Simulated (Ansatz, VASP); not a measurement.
One calculation of SnTe, two programs

INCAR

```
  PREC = Accurate
  ENCUT = 500
  EDIFF = 1E-7
  ISMEAR = 0
  SIGMA = 0.01
  LREAL = False
  LASPH = True
  NELM = 120
  ALGO = Normal
  ISIF = 3
  LWAVE = False
  LCHARG = False
  GGA = PS
  IBRION = 2
  NSW = 100
  EDIFFG = -0.005
  GGA_COMPAT = False
  NELMIN = 4
```

The input KPOINTS:

```
regular mesh
0
Gamma
  10 10 10
```

File POSCAR:

```
SnTe
1.0
    0.0000000000      3.1139882984      3.1139882984
    3.1139882984      0.0000000000      3.1139882984
    3.1139882984      3.1139882984      0.0000000000
Sn Te
1 1
Direct
    0.0000000000      0.0000000000      0.0000000000
    0.5000000000      0.5000000000      0.5000000000
```

Input for Ansatz:

```yaml
crystal:
  lattice:
    - [0.0, 3.1139882984, 3.1139882984]
    - [3.1139882984, 0.0, 3.1139882984]
    - [3.1139882984, 3.1139882984, 0.0]
  atoms:
    - { symbol: Sn, position: [0.0, 0.0, 0.0] }
    - { symbol: Te, position: [0.5, 0.5, 0.5] }
basis:
  ecutwfc: 420
kpoints:
  mp_grid: { grid: [10, 10, 10] }
hamiltonian:
  xc: pbesol
scf:
  occupations: { method: gaussian, width: 0.01 }
output:
  forces: true
  stress: true
  eigenvalues: true
relax:
  adjacent_minimum: "off"
  f_tol: 0.005
  max_steps: 80
  cell: { stress_tol: 0.05 }
```

Alike in both runs: task relaxation of cell and atoms; functional PBEsol; k mesh 10 × 10 × 10; occupations gaussian, width 0.01 eV; no spin polarisation.

```csv
,VASP,Ansatz
version,VASP 6.6.1,Ansatz 0.2.0
potentials or method,"VASP PAW PBE potentials, release 64 (Sn_d, Te), cutoff 500 eV","scalar-relativistic, plane waves, PAW"
valence electrons in the cell,20,30
```

Ansatz gave:

```
gap on the k mesh at the Fermi level, each at its own relaxed structure (eV) : 0.16
relaxed volume (Å³/atom)                                                     : 31.10
relaxed cell length with the largest relative difference (Å)                 : 4.447
```

Question: Which values does VASP return?

Answer: gap on the k mesh at the Fermi level, each at its own relaxed structure (eV): 0.16; relaxed volume (Å³/atom): 31.09; relaxed cell length with the largest relative difference (Å): 4.447.

VASP's potentials were made for PBE, not for PBEsol. VASP's potentials hold 20 valence electrons a cell and Ansatz's 30, so a difference there can come from the potentials and not from the codes.

Neither program's run includes spin-orbit coupling.
